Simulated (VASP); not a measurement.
Write the native input for VASP 6.6.1 that does the following.

```yaml
Task: single point
Functional: PBE
Potentials_or_basis: VASP PAW PBE potentials, release 64 (Al, Cu)
Cutoff: 520 eV
k_mesh: 6 × 6 × 2
Occupations: gaussian, width 0.1 eV
Spin: no spin polarisation
Dipole_correction: no
Further_INCAR_settings: ALGO = Normal; EDIFF = 1e-06; NBANDS = 22
```

The structure of Al5Cu lies in POSCAR:

```
Al5Cu
1.0
    2.8320583695      0.0000000000      0.0000000000
   -1.4160291847      2.4526344930      0.0000000000
    0.0000000000      0.0000000000     13.6248217364
Al Cu
5 1
Direct
    0.3333333333      0.6666666667      0.3234969671
    0.3333333333      0.6666666667      0.6765030329
    0.6666666667      0.3333333333      0.1508012656
    0.6666666667      0.3333333333      0.5000000000
    0.6666666667      0.3333333333      0.8491987344
    0.3333333333      0.6666666667      0.0000000000
```

These files were run (other wordings do the same):

INCAR

```
SYSTEM = Al5Cu
PREC = Accurate ; ENCUT = 520
EDIFF = 1E-6 ; ISMEAR = 0
SIGMA = 0.1 ; LREAL = .False.
LASPH = .True. ; NELM = 80
ALGO = Normal ; ISIF = 2
LWAVE = .False. ; LCHARG = .True.
GGA = PE ; LELF = .True.
LVHAR = .True. ; NBANDS = 22
```

KPOINTS

```
regular mesh
0
Gamma
  6 6 2
  0 0 0
```

Potentials or basis: VASP PAW PBE potentials, release 64 (Al, Cu).

Run with:

```console
$ cat potpaw_PBE.64/Al/POTCAR potpaw_PBE.64/Cu/POTCAR > POTCAR
$ mpirun -np 1 vasp_std > vasp.out
```

It gave:

| Item | Value |
| --- | --- |
| Pressure | 0.3 GPa |
| Largest force | 0.045 eV/Å |
| Band gap on the k mesh | zero (bands 13 and 14 overlap by 3.92 eV) |

Caveat: the k points lie up to 0.43 Å⁻¹ apart, too coarse for converged energies and pressures of a metal.

Wall time 66 s on 1 thread of Intel(R) Xeon(R) Platinum 8259CL CPU @ 2.50GHz (Skylake/Cascade Lake), on a shared host, peak memory 0.24 GiB.
